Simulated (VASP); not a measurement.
# In2GeO3 (P-4m2) in VASP: a series of runs

The runs below take In2GeO3 through single point, relaxation of cell and atoms, with PBE.

Everything below comes from runs of VASP 6.6.1. Logs are shortened: lines on timing, memory, paths and dates and some standing lists are left out, and cuts for length are marked.

### Step 1. The cell of the first run

Symmetry: P-4m2, No. 115, tetragonal system. The conventional cell has a = 3.213 Å, b = 3.213 Å, c = 8.053 Å, α = 90.00°, β = 90.00°, γ = 90.00°. Within 3.3 Å of In (site symmetry 2mm) lie 7 O at 2.28 to 3.08 Å and 2 Ge at 3.08 Å and 4 In at 3.21 Å. Within 3.3 Å of Ge (site symmetry -4m2) lie 4 O at 2.27 Å and 4 In at 3.08 Å and 4 Ge at 3.21 Å. Within 3.0 Å of O (site symmetry 2mm) lie 5 In at 2.28 to 2.33 Å and 4 O at 2.87 Å. Within 3.3 Å of O (site symmetry -4m2) lie 4 Ge at 2.27 Å and 4 In at 3.08 Å and 4 O at 3.21 Å.

The cell was generated, and may not be a known phase.

### Step 2. Single point, PBE

INCAR reads:

```
SYSTEM = In2GeO3
PREC = Accurate
ENCUT = 520
EDIFF = 1E-6
ISMEAR = 0
SIGMA = 0.1
LREAL = .FALSE.
LASPH = .TRUE.
NELM = 80
ALGO = Normal
ISIF = 2
LWAVE = .FALSE.
LCHARG = .FALSE.
GGA = PE
NBANDS = 38
```

KPOINTS reads:

```
Automatic mesh
0
G
  6 6 2
  0 0 0
```

POSCAR reads:

```
In2GeO3
1.0
    3.2134042984      0.0000000000      0.0000000000
    0.0000000000      3.2134042984      0.0000000000
    0.0000000000      0.0000000000      8.0525745731
In Ge O
2 1 3
Direct
    0.0000000000      0.5000000000      0.6742555972
    0.5000000000      0.0000000000      0.3257444028
    0.0000000000      0.0000000000      0.0000000000
    0.0000000000      0.5000000000      0.3913968164
    0.5000000000      0.0000000000      0.6086031836
    0.5000000000      0.5000000000      0.0000000000
```

Potentials or basis: VASP PAW PBE potentials, release 64 (In_d, Ge_d, O).

The run is started by

```
$ cat potpaw_PBE.64/In_d/POTCAR potpaw_PBE.64/Ge_d/POTCAR potpaw_PBE.64/O/POTCAR > POTCAR
$ mpirun -np 1 vasp_std > vasp.out
```

OUTCAR:

```text
SYSTEM = In2GeO3
   PREC = Accurate
   ENCUT = 520
   EDIFF = 1E-6
   ISMEAR = 0
   LREAL = .FALSE.
   LASPH = .TRUE.
   NELM = 80
   ISIF = 2
   GGA = PE

 ion  position               nearest neighbor table
   1  0.000  0.500  0.674-   4 2.28   5 2.33   5 2.33   5 2.33   5 2.33   3 3.08   3 3.08   2 3.61
                             2 3.61   2 3.61   2 3.61
   2  0.500  0.000  0.326-   5 2.28   4 2.33   4 2.33   4 2.33   4 2.33   3 3.08   3 3.08   1 3.61
                             1 3.61   1 3.61   1 3.61
   3  0.000  0.000  0.000-   6 2.27   6 2.27   6 2.27   6 2.27   2 3.08   2 3.08   1 3.08   1 3.08

   4  0.000  0.500  0.391-   1 2.28   2 2.33   2 2.33   2 2.33   2 2.33
   5  0.500  0.000  0.609-   2 2.28   1 2.33   1 2.33   1 2.33   1 2.33
   6  0.500  0.500  0.000-   3 2.27   3 2.27   3 2.27   3 2.27

  LATTYP: Found a simple tetragonal cell.
 ALAT       =     3.2134042984
 C/A-ratio  =     2.5059325953

  Lattice vectors:

 A1 = (   3.2134042984,   0.0000000000,   0.0000000000)
 A2 = (   0.0000000000,   3.2134042984,   0.0000000000)
 A3 = (   0.0000000000,   0.0000000000,   8.0525745731)

Analysis of symmetry for initial positions (statically):
=====================================================================
 Subroutine PRICEL returns:
 Original cell was already a primitive cell.

 Routine SETGRP: Setting up the symmetry group for a
 simple tetragonal supercell.

 Subroutine GETGRP returns: Found  8 space group operations
 (whereof  8 operations were pure point group operations)
 out of a pool of 16 trial point group operations.

The static configuration has the point symmetry D_2d.

Analysis of symmetry for dynamics (positions and initial velocities):
=====================================================================
 Subroutine PRICEL returns:
 Original cell was already a primitive cell.

 Routine SETGRP: Setting up the symmetry group for a
 simple tetragonal supercell.

 Subroutine GETGRP returns: Found  8 space group operations
 (whereof  8 operations were pure point group operations)
 out of a pool of 16 trial point group operations.

The dynamic configuration has the point symmetry D_2d.

 Subroutine INISYM returns: Found  8 space group operations
 (whereof  8 operations are pure point group operations),
 and found     1 'primitive' translations

----------------------------------------------------------------------------------------

                                     Primitive cell

  volume of cell :      83.1506

  direct lattice vectors                    reciprocal lattice vectors
     3.213404298  0.000000000  0.000000000     0.311196447  0.000000000  0.000000000
     0.000000000  3.213404298  0.000000000     0.000000000  0.311196447  0.000000000
     0.000000000  0.000000000  8.052574573     0.000000000  0.000000000  0.124183886

  length of vectors
     3.213404298  3.213404298  8.052574573     0.311196447  0.311196447  0.124183886

  position of ions in fractional coordinates (direct lattice)
     0.000000000  0.500000000  0.674255597
     0.500000000  0.000000000  0.325744403
     0.000000000  0.000000000  0.000000000
     0.000000000  0.500000000  0.391396816
     0.500000000  0.000000000  0.608603184
     0.500000000  0.500000000  0.000000000

  ion indices of the primitive-cell ions
   primitive index   ion index
                 1           1
                 2           2
                 3           3
                 4           4
                 5           5
                 6           6

----------------------------------------------------------------------------------------

 KPOINTS: Automatic mesh

Automatic generation of k-mesh.
 Grid dimensions read from file:
 generate k-points for:    6    6    2

 Generating k-lattice:

  Cartesian coordinates                     Fractional coordinates (reciprocal lattice)
     0.051866074  0.000000000  0.000000000     0.166666667  0.000000000  0.000000000
     0.000000000  0.051866074  0.000000000     0.000000000  0.166666667  0.000000000
     0.000000000  0.000000000  0.062091943     0.000000000  0.000000000  0.500000000

  Length of vectors
     0.051866074  0.051866074  0.062091943

  Shift w.r.t. Gamma in fractional coordinates (k-lattice)
     0.000000000  0.000000000  0.000000000

 Subroutine IBZKPT returns following result:
 ===========================================

 Found     20 irreducible k-points:

 Following reciprocal coordinates:
            Coordinates               Weight
  0.000000  0.000000  0.000000      1.000000
  0.166667  0.000000  0.000000      4.000000
  0.333333  0.000000  0.000000      4.000000
  0.500000  0.000000  0.000000      2.000000
  0.166667  0.166667  0.000000      4.000000
  0.333333  0.166667  0.000000      8.000000
[... 12 lines left out ...]
  0.500000  0.333333  0.500000      4.000000
  0.500000  0.500000  0.500000      1.000000
   k-points           NKPTS =     20   k-points in BZ     NKDIM =     20   number of bands    NBANDS=     38
   number of dos      NEDOS =    301   number of ions     NIONS =      6
   total plane-waves  NPLWV =  34560
   dimension x,y,z NGX =    24 NGY =   24 NGZ =   60
   dimension x,y,z NGXF=    48 NGYF=   48 NGZF=  120
   ions per type =               2   1   3
   NGX,Y,Z   is equivalent  to a cutoff of  12.42, 12.42, 12.39 a.u.
   NGXF,Y,Z  is equivalent  to a cutoff of  24.83, 24.83, 24.77 a.u.
 SYSTEM =  In2GeO3
   PREC   = accura    normal or accurate (medium, high low for compatibility)
   ISTART =      0    job   : 0-new  1-cont  2-samecut
   ICHARG =      2    charge: 1-file 2-atom 10-const
   ISPIN  =      1    spin polarized calculation?
   LNONCOLLINEAR =      F non collinear calculations
   LSORBIT =      F    spin-orbit coupling
   LASPH  =      T    aspherical Exc in radial PAW
   ENCUT  =  520.0 eV  38.22 Ry    6.18 a.u.   5.97  5.97 14.97*2*pi/ulx,y,z
   NELM   =     80;   NELMIN=  2; NELMDL= -5     # of ELM steps
   EDIFF  = 0.1E-05   stopping-criterion for ELM
   LREAL  =      F    real-space projection
   EDIFFG = 0.1E-04   stopping-criterion for IOM
   NSW    =      0    number of steps for IOM
   IBRION =     -1    ionic relax: 0-MD 1-quasi-New 2-CG
   NFREE  =      0    steps in history (QN), initial steepest desc. (CG)
   ISIF   =      2    stress and relaxation
   ISYM   =      2    0-nonsym 1-usesym 2-fastsym
   POTIM  = 0.5000    time-step for ionic-motion
   TEBEG  =    0.0;   TEEND  =   0.0 temperature during run
   PSTRESS=    0.0 pullay stress
   NELECT =      58.0000    total number of electrons
   NUPDOWN=      -1.0000    fix difference up-down
   EMIN   =  10.00;   EMAX   =-10.00  energy-range for DOS
   EFERMI =   0.00;   METHOD = LEGACY
   ISMEAR =     0;   SIGMA  =   0.10  broadening in eV -4-tet -1-fermi 0-gaus
   EFERMI_NEDOS =   21; number of points for ismear=-14 and -15
   IALGO  =     38    algorithm
   IMIX   =      4    mixing-type and parameters
     AMIX     =   0.40;   BMIX     =  1.00
     AMIX_MAG =   1.60;   BMIX_MAG =  1.00
  volume/ion in A,a.u.               =      13.86        93.52
  Fermi-wavevector in a.u.,A,eV,Ry     =   1.451874  2.743644 28.680248  2.107939
  Thomas-Fermi vector in A             =   2.569321
   LORBIT       =      0    0 simple, 1 ext, 2 COOP (PROOUT), +10 PAW based schemes
   GGA     = PE    functional components
   LHFCALC =     F    Hartree Fock is set to
   AEXX    =    0.0000 exact exchange contribution
   IVDW    =     0    specifies the selected vdW correction
   LEPSILON=     F    determine dielectric tensor
   LRPA    =     F    only Hartree local field effects (RPA)
 non-spin polarized calculation
 Gauss-broadening in eV      SIGMA  =   0.10
  energy-cutoff  :      520.00
  volume of cell :       83.15
 maximum number of plane-waves:      2264
 NGX is ok and might be reduce to    24
   NGX = 11   NGY = 11   NGZ = 29

 number of electron      57.9999955 magnetization

 Free energy of the ion-electron system (eV)
  ---------------------------------------------------
  ext. energy  EPLUGINS =         0.00000000
  ---------------------------------------------------
  free energy    TOTEN  =       -29.39369726 eV

  energy without entropy =      -29.38182919  energy(sigma->0) =      -29.38776322

 E-fermi :   7.5209     XC(G=0): -11.3283

 val. band max:        7.4948080048   @ k =   0.5000   0.5000   0.5000
 cond. band min:       7.5209951175   @ k =   0.1667   0.0000   0.0000
 fundamental gap:      0.0261871127
 Fermi energy:         7.5209145668

 k-point     1 :       0.0000    0.0000    0.0000
  band No.  band energies     occupation
      1     -17.1102      2.00000
      2     -17.0522      2.00000
      3     -16.9994      2.00000
      4     -16.9821      2.00000
      5     -16.9821      2.00000
      6     -12.0682      2.00000
[... 30 lines left out ...]
     37      16.1903      0.00000
     38      17.0867      0.00000

 k-point     2 :       0.1667    0.0000    0.0000
  band No.  band energies     occupation
      1     -17.1022      2.00000
      2     -17.0584      2.00000
      3     -16.9904      2.00000
      4     -16.9863      2.00000
      5     -16.9817      2.00000
      6     -11.9130      2.00000
[... 30 lines left out ...]
     37      16.9109      0.00000
     38      16.9957      0.00000

 k-point     3 :       0.3333    0.0000    0.0000
  band No.  band energies     occupation
      1     -17.0877      2.00000
      2     -17.0706      2.00000
      3     -16.9947      2.00000
      4     -16.9810      2.00000
      5     -16.9711      2.00000
      6     -11.5375      2.00000
[... 30 lines left out ...]
     37      16.1471      0.00000
[... 617 lines left out ...]
 k-point    19 :       0.5000    0.3333    0.5000
  band No.  band energies     occupation
      1     -17.1298      2.00000
      2     -17.0494      2.00000
      3     -16.9967      2.00000
      4     -16.9921      2.00000
      5     -16.9527      2.00000
      6     -11.3230      2.00000
[... 30 lines left out ...]
     37      15.0180      0.00000
     38      15.0243      0.00000

 k-point    20 :       0.5000    0.5000    0.5000
  band No.  band energies     occupation
      1     -17.1470      2.00000
      2     -17.0397      2.00000
      3     -16.9960      2.00000
      4     -16.9960      2.00000
      5     -16.9490      2.00000
      6     -11.3655      2.00000
[... 30 lines left out ...]
     37      14.6899      0.00000
     38      14.6900      0.00000

------------------------ aborting loop because EDIFF is reached ----------------------------------------

  FORCE on cell =-STRESS in cart. coord.  units (eV):
  Direction    XX          YY          ZZ          XY          YZ          ZX
  --------------------------------------------------------------------------------------
  -------------------------------------------------------------------------------------
  Total        0.0202929      0.0202929      0.1261414      0.0000000      0.0000000      0.0000000
  in kB        0.3910115      0.3910115      2.4305402      0.0000000      0.0000000      0.0000000
  external PRESSURE =       1.0708544 kB  Pullay stress =       0.0000000 kB

 VOLUME and BASIS-vectors are now :
 -----------------------------------------------------------------------------
  energy-cutoff  :      520.00
  volume of cell :       83.15
      direct lattice vectors                 reciprocal lattice vectors
     3.213404298  0.000000000  0.000000000     0.311196447  0.000000000  0.000000000
     0.000000000  3.213404298  0.000000000     0.000000000  0.311196447  0.000000000
     0.000000000  0.000000000  8.052574573     0.000000000  0.000000000  0.124183886

 POSITION                                       TOTAL-FORCE (eV/Angst)
 -----------------------------------------------------------------------------------
      0.00000      1.60670      5.42949         0.000000     -0.000000      0.047721
      1.60670      0.00000      2.62308        -0.000000     -0.000000     -0.047721
      0.00000      0.00000      0.00000        -0.000000      0.000000      0.000000
      0.00000      1.60670      3.15175        -0.000000     -0.000000     -0.023859
      1.60670      0.00000      4.90082         0.000000     -0.000000      0.023859
      1.60670      1.60670      0.00000        -0.000000     -0.000000      0.000000
 -----------------------------------------------------------------------------------
    total drift:                                0.000000     -0.000000      0.000000

  FREE ENERGIE OF THE ION-ELECTRON SYSTEM (eV)
  ---------------------------------------------------
  free  energy   TOTEN  =       -29.3936972566 eV

  energy  without entropy=      -29.3818291859  energy(sigma->0) =      -29.38776322
```

Wall time 20 s (1 thread of Intel Xeon 6975P-C (Granite Rapids), shared host); peak memory 0.21 GiB.

Results:

```yaml
Free_energy: -29.3937 eV
Pressure: 0.1 GPa
Largest_force: 0.048 eV/Å
Band_gap_on_the_k_mesh: zero (bands 29 and 30 overlap by 0.18 eV)
```

Forces in eV/Å, atoms in the order of the input:
```
In   0.000  0.000  0.048
In   0.000  0.000 -0.048
Ge   0.000  0.000  0.000
O    0.000  0.000 -0.024
O    0.000  0.000  0.024
O    0.000  0.000  0.000
```

Levels at points of the mesh, in eV from the Fermi level:
```
           k point  band 27  band 28  band 29  band 30  band 31  band 32
(0.00, 0.00, 0.00)    -3.26    -3.26    -2.37     0.15     2.69     5.53
(0.50, 0.00, 0.00)    -2.79    -1.60     0.10     0.15     2.63     3.11
(0.50, 0.50, 0.00)    -4.10    -2.56     0.15     0.15     1.09     5.63
(0.00, 0.00, 0.50)    -3.22    -3.22    -1.52     0.44     2.49     5.24
(0.50, 0.00, 0.50)    -2.60    -0.92    -0.21     0.04     2.78     2.88
(0.50, 0.50, 0.50)    -4.04    -2.62    -0.03    -0.03     1.07     5.31
```

Caveat: the k points lie up to 0.39 Å⁻¹ apart; spin-orbit coupling is left out, which moves the levels of the heavy elements.

### Step 3. Single point, PBE

This run uses another cell than the first one, of 16.43 Å³/atom.

INCAR reads:

```
SYSTEM = In2GeO3
PREC = Accurate
ENCUT = 520
EDIFF = 1E-7
ISMEAR = 0
SIGMA = 0.1
LREAL = .False.
LASPH = .True.
NELM = 60
ALGO = Normal
ISIF = 2
LWAVE = .False.
LCHARG = .True.
GGA = PE
LELF = .True.
LVHAR = .True.
NBANDS = 38
```

KPOINTS reads:

```
regular mesh
0
Gamma
  6 6 2
  0 0 0
```

POSCAR reads:

```
In2GeO3
1.0
    3.5504629900      0.0000000000      0.0000000000
    0.0000000000      3.5504629900      0.0000000000
    0.0000000000      0.0000000000      7.8220033200
In Ge O
2 1 3
Direct
    0.0000000000      0.5000000000      0.7315000300
    0.5000000000      0.0000000000      0.2684999700
    0.0000000000      0.0000000000      0.0000000000
    0.0000000000      0.5000000000      0.3835000100
    0.5000000000      0.0000000000      0.6164999900
    0.5000000000      0.5000000000      0.0000000000
```

Potentials or basis: VASP PAW PBE potentials, release 64 (In_d, Ge_d, O).

The run is started by

```
$ cat potpaw_PBE.64/In_d/POTCAR potpaw_PBE.64/Ge_d/POTCAR potpaw_PBE.64/O/POTCAR > POTCAR
$ mpirun -np 1 vasp_std > vasp.out
```

It took 39 s on 1 thread of Intel Xeon 6975P-C (Granite Rapids), shared host; peak memory 0.24 GiB.

The run converged. Its results:

```
Free energy            : -26.1364 eV
Pressure               : -12.7 GPa
Largest force          : 3.737 eV/Å
Band gap on the k mesh : zero (bands 29 and 30 overlap by 0.41 eV)
```

Forces on the atoms (eV/Å):
```
In   0.000  0.000 -3.737
In   0.000  0.000  3.737
Ge   0.000  0.000  0.000
O    0.000  0.000 -0.911
O    0.000  0.000  0.911
O    0.000  0.000  0.000
```

Stress tensor (GPa, compression positive):
```
-16.19   0.00   0.00
  0.00 -16.19   0.00
  0.00   0.00  -5.83
```

Levels at points of the mesh, in eV from the Fermi level:
```csv
k point,band 26,band 27,band 28,band 29,band 30,band 31,band 32,band 33
"(0.00, 0.00, 0.00)",-1.52,-1.52,-0.89,-0.89,0.20,2.86,4.45,4.45
"(0.50, 0.00, 0.00)",-0.98,-0.89,-0.82,-0.77,-0.27,2.68,2.88,2.95
"(0.50, 0.50, 0.00)",-1.91,-1.91,-1.34,0.14,0.14,0.64,4.20,4.20
"(0.00, 0.00, 0.50)",-1.59,-1.05,-0.85,-0.85,1.22,2.36,4.42,4.42
"(0.50, 0.00, 0.50)",-1.03,-0.89,-0.81,-0.74,-0.08,2.66,2.72,3.12
"(0.50, 0.50, 0.50)",-1.64,-1.63,-1.63,-0.23,-0.23,0.31,3.83,3.83
```

Caveat: the k points lie up to 0.40 Å⁻¹ apart; spin-orbit coupling is left out, which moves the levels of the heavy elements; forces of over 1 eV/Å act on the atoms, so gaps and moduli don't describe the material at rest.

### Step 4. Relaxation of cell and atoms, PBE

This run uses another cell than the first one, of 16.43 Å³/atom.

INCAR reads:

```
SYSTEM = In2GeO3
PREC     = Accurate       ! precision mode
ENCUT    = 600            ! plane-wave cutoff, eV
EDIFF    = 1E-6           ! SCF threshold, eV
ISMEAR   = 0              ! smearing method
SIGMA    = 0.1            ! smearing width, eV
LREAL    = .FALSE.        ! projectors in reciprocal space
LASPH    = .TRUE.         ! aspherical terms in the spheres
NELM     = 60             ! most SCF steps
ALGO     = Normal         ! electronic algorithm
ISIF     = 3              ! what is computed and relaxed
LWAVE    = .FALSE.        ! write WAVECAR
LCHARG   = .FALSE.        ! write CHGCAR
GGA      = PE             ! functional
IBRION   = 2              ! ionic algorithm
NSW      = 90             ! ionic steps
EDIFFG   = -0.04          ! ionic threshold
```

KPOINTS reads:

```
regular mesh
0
G
  6 6 2
  0 0 0
```

POSCAR is that of step 3.

The run is started by

```
$ cat potpaw_PBE.64/In_d/POTCAR potpaw_PBE.64/Ge_d/POTCAR potpaw_PBE.64/O/POTCAR > POTCAR
$ mpirun -np 1 vasp_std > vasp.out
```

Run time: 5.3 min. Hardware: 1 thread of Intel Xeon 6975P-C (Granite Rapids), shared host; peak memory 0.27 GiB.

The run converged. Its results:

```yaml
Free_energy: -29.4218 eV
Relaxed_volume: 13.89 Å³/atom
Relaxed_cell: a = 3.215 Å, b = 3.215 Å, c = 8.065 Å, α = 90.00°, β = 90.00°, γ = 90.00°
Space_group_after_relaxing_to_0.1_Å: P-4m2 (No. 115)
Energy_gained_by_relaxing: 547.1 meV/atom
Ionic_steps: 12
Pressure_after_relaxing: -0.4 GPa
Largest_force_after_relaxing: 0.027 eV/Å
Band_gap_on_the_k_mesh: zero (bands 29 and 30 overlap by 0.18 eV)
```

Forces on the atoms (eV/Å):
```
In   0.000  0.000 -0.016
In   0.000  0.000  0.016
Ge   0.000  0.000  0.000
O    0.000  0.000  0.027
O    0.000  0.000 -0.027
O    0.000  0.000  0.000
```

The path:
| step | energy change (eV) | largest force (eV/Å) | pressure (GPa) | volume (Å³) |
| --- | --- | --- | --- | --- |
| 1 | 0.0000 | 3.7376 | -12.80 | 98.60 |
| 2 | -2.4706 | 2.7476 | -1.02 | 80.95 |
| 3 | -2.6725 | 1.9352 | 8.42 | 75.81 |
| 4 | -3.1577 | 0.7828 | 4.04 | 79.60 |
| 5 | -3.1761 | 0.8150 | 3.57 | 80.51 |
| 6 | -3.2325 | 0.3789 | -2.80 | 84.43 |
| 7 | -3.2385 | 0.4827 | -1.38 | 83.47 |
| 8 | -3.2706 | 0.2240 | -0.67 | 82.95 |
| 9 | -3.2795 | 0.1077 | 0.08 | 82.51 |
| 10 | -3.2815 | 0.0370 | 0.29 | 82.60 |
| 11 | -3.2821 | 0.0259 | 0.47 | 82.67 |
| 12 | -3.2823 | 0.0267 | -0.37 | 83.37 |

Final structure:
```xyz
6
Lattice="3.2151 0.0000 0.0000 0.0000 3.2151 0.0000 0.0000 0.0000 8.0652" Properties=species:S:1:pos:R:3 pbc="T T T"
In    0.0000    1.6075    5.4420
In    1.6075    0.0000    2.6231
Ge    3.2151    3.2151    8.0652
O     0.0000    1.6075    3.1507
O     1.6075    0.0000    4.9145
O     1.6075    1.6075    8.0652
```

Levels at points of the mesh, in eV from the Fermi level:
```
           k point  band 27  band 28  band 29  band 30  band 31  band 32
(0.00, 0.00, 0.00)    -3.26    -3.26    -2.38     0.14     2.66     5.50
(0.50, 0.00, 0.00)    -2.77    -1.59     0.11     0.15     2.63     3.11
(0.50, 0.50, 0.00)    -4.07    -2.55     0.14     0.14     1.09     5.64
(0.00, 0.00, 0.50)    -3.22    -3.22    -1.53     0.43     2.47     5.20
(0.50, 0.00, 0.50)    -2.59    -0.91    -0.20     0.04     2.78     2.88
(0.50, 0.50, 0.50)    -4.00    -2.61    -0.04    -0.04     1.07     5.33
```

Caveat: the k points lie up to 0.39 Å⁻¹ apart in the final cell; the volume moved by over 15 % at a fixed basis, so the end points are rough; spin-orbit coupling is left out, which moves the levels of the heavy elements.

(Part 1 of 2 ends here.)

The gap in the log of VASP goes by the Fermi energy; the results here count the filled bands.